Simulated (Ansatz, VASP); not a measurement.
## SiC in VASP and in Ansatz

The input POSCAR:

```
SiC
1.0
    2.9522856689      0.0000000000      0.0000000000
   -1.4761428344      2.5567543885      0.0000000000
    0.0000000000      0.0000000000      5.0864539080
Si C
2 2
Direct
    0.3333333333      0.6666666667      0.5024430300
    0.6666666667      0.3333333333      1.0024430300
    0.3333333333      0.6666666667      0.8725569700
    0.6666666667      0.3333333333      0.3725569700
```

Contents of INCAR.step1:

```
SYSTEM = SiC
PREC     = Accurate       ! precision mode
ENCUT    = 520            ! plane-wave cutoff, eV
ISMEAR   = 0              ! smearing method
SIGMA    = 0.02           ! smearing width, eV
LREAL    = .False.        ! projectors in reciprocal space
LASPH    = .True.         ! aspherical terms in the spheres
NELM     = 80             ! most SCF steps
NBANDS   = 16             ! bands
GGA      = PE             ! functional
ALGO     = Normal         ! electronic algorithm
EDIFF    = 1E-4           ! SCF threshold, eV
LWAVE    = .True.         ! write WAVECAR
LCHARG   = .False.        ! write CHGCAR
```

INCAR.step2

```
SYSTEM = SiC
PREC     = Accurate       ! precision mode
ENCUT    = 520            ! plane-wave cutoff, eV
EDIFF    = 1E-7           ! SCF threshold, eV
ISMEAR   = 0              ! smearing method
SIGMA    = 0.02           ! smearing width, eV
LREAL    = .False.        ! projectors in reciprocal space
LASPH    = .True.         ! aspherical terms in the spheres
NELM     = 80             ! most SCF steps
ALGO     = Normal         ! electronic algorithm
ISIF     = 2              ! what is computed and relaxed
LWAVE    = .False.        ! write WAVECAR
LCHARG   = .False.        ! write CHGCAR
METAGGA  = R2SCAN         ! meta-GGA
LMIXTAU  = .True.       
NBANDS   = 16             ! bands
ISTART   = 1
```

File KPOINTS:

```
regular mesh
0
Gamma
  12 12 6
  0 0 0
```

Input for Ansatz:

```yaml
crystal:
  lattice:
    - [2.9522856689, 0.0, 0.0]
    - [-1.4761428344, 2.5567543885, 0.0]
    - [0.0, 0.0, 5.086453908]
  atoms:
    - { symbol: Si, position: [0.3333333333, 0.6666666667, 0.50244303] }
    - { symbol: Si, position: [0.6666666667, 0.3333333333, 1.00244303] }
    - { symbol: C, position: [0.3333333333, 0.6666666667, 0.87255697] }
    - { symbol: C, position: [0.6666666667, 0.3333333333, 0.37255697] }
basis:
  ecutwfc: 500
kpoints:
  mp_grid: { grid: [12, 12, 6] }
  band_path: { path: [VBM, CBM], npoints: 2 }
hamiltonian:
  xc: r2scan
scf:
  occupations: { method: gaussian, width: 0.02 }
output:
  forces: true
  stress: true
  eigenvalues: true
checkpoint:
  read: start.run
  write: ck
  compress: false
  write_wavefunctions: false
  write_every: 100000
```

Alike in both runs: task single point; functional r2SCAN; k mesh 12 × 12 × 6; occupations gaussian, width 0.02 eV; no spin polarisation.

|  | VASP | Ansatz |
| --- | --- | --- |
| version | VASP 6.6.1 | Ansatz 0.2.0 |
| potentials or method | VASP PAW PBE potentials, release 64 (Si, C), cutoff 520 eV | scalar-relativistic, plane waves, PAW |
| valence electrons in the cell | 16 | 16 |

```tsv
	VASP	Ansatz	Ansatz less VASP
gap on the k mesh at the Fermi level (eV)	2.09	2.09	-0.005
least direct gap on the mesh (eV)	5.03	5.02	-0.012
pressure (GPa)	19.6	19.9	+0.26
traceless stress, the component that is largest in VASP (GPa)	-19.97	-19.85	+0.120
```

VASP's potentials were made for PBE, not for r2SCAN. With one functional, cell and mesh, what is left measures potentials, basis and numerics.
